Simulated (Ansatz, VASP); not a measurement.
## Mo in VASP and in Ansatz

```
Mo
1.0
     4.47969    0.00000    0.00000
     2.23984    3.87952    0.00000
     0.00000    0.00000   25.05854
Mo
12
Direct
  0.00000 0.00000 0.29930
  0.33333 0.33333 0.33579
  0.66667 0.66667 0.37228
  0.00000 0.00000 0.40877
  0.33333 0.33333 0.44526
  0.66667 0.66667 0.48175
  0.00000 0.00000 0.51825
  0.33333 0.33333 0.55474
  0.66667 0.66667 0.59123
  0.00000 0.00000 0.62772
  0.33333 0.33333 0.66421
  0.66667 0.66667 0.70070
```

Alike in both runs: task single point; functional PBE; k mesh 13 × 13 × 1; no spin polarisation.

```csv
,VASP,Ansatz
version,VASP 6.6.1,Ansatz 0.2.0
potentials or method,"VASP PAW PBE potentials, release 64 (Mo_sv), cutoff 520 eV","scalar-relativistic, plane waves, PAW"
occupations,"methfessel-paxton of order 1, width 0.1 eV","cold, width 0.1 eV"
valence electrons in the cell,168,168
```

VASP gave:

- rms of the force components (eV/Å): 0.639

Problem. What did Ansatz give for the same quantities?

Solution. rms of the force components (eV/Å): 0.643.

Atom by atom the forces differ by 0.011 eV/Å (rms over components).
